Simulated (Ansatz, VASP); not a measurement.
# One calculation of Ti, two programs

INCAR

```
ALGO = Normal ; EDIFF = 1E-6
ENCUT = 520 ; GGA = PS
ISIF = 2 ; ISMEAR = -1
LASPH = T ; LCHARG = F
LREAL = F ; LWAVE = F
NBANDS = 12 ; NELM = 80
PREC = Accurate ; SIGMA = 0.05
```

Contents of KPOINTS:

```
k-points
0
Gamma
  14 14 14
```

Contents of POSCAR:

```
Ti
1.0
   -1.6081800000      1.6081800000      1.6410000000
    1.6081800000     -1.6081800000      1.6410000000
    1.6081800000      1.6081800000     -1.6410000000
Ti
1
Direct
    0.0000000000      0.0000000000      0.0000000000
```

Input for Ansatz:

```yaml
crystal:
  lattice:
    - [-1.60818, 1.60818, 1.641]
    - [1.60818, -1.60818, 1.641]
    - [1.60818, 1.60818, -1.641]
  atoms:
    - { symbol: Ti, position: [0.0, 0.0, 0.0] }
kpoints:
  mp_grid: { grid: [14, 14, 14] }
  band_path:
    path:
      - [0.0, 0.0, 0.0]
      - [0.0, 0.0, 0.5]
      - [0.25, 0.25, 0.25]
      - [0.0, 0.5, 0.0]
      - [0.0, 0.0, 0.0]
      - [0.5, 0.5, -0.5]
      - [0.4901, 0.5099, -0.4901]
      - [-0.4901, 0.4901, 0.4901]
      - [0.0, 0.0, 0.0]
    npoints: 5
scf:
  occupations: { method: fermi_dirac, width: 0.05 }
hamiltonian:
  xc: pbesol
  pseudopotentials: { kind: all_electron, lapw: { basis_error: 0.00025 } }
output:
  forces: true
  stress: true
  eigenvalues: true
```

Change from the starting cell: equal xx and yy strain of -2 %.

Alike in both runs: task single point; functional PBEsol; k mesh 14 × 14 × 14; occupations fermi-dirac, width 0.05 eV; no spin polarisation.

|  | VASP | Ansatz |
| --- | --- | --- |
| version | VASP 6.6.1 | Ansatz 0.2.0 |
| potentials or method | VASP PAW PBE potentials, release 64 (Ti_sv), cutoff 520 eV | all-electron LAPW, scalar-relativistic |

```tsv
	VASP	Ansatz	Ansatz less VASP
pressure (GPa)	-3.0	-2.8	+0.23
traceless stress, the component that is largest in VASP (GPa)	0.29	0.30	+0.005
```

VASP's potentials were made for PBE, not for PBEsol. Ansatz ran all-electron here, and VASP with PAW potentials.
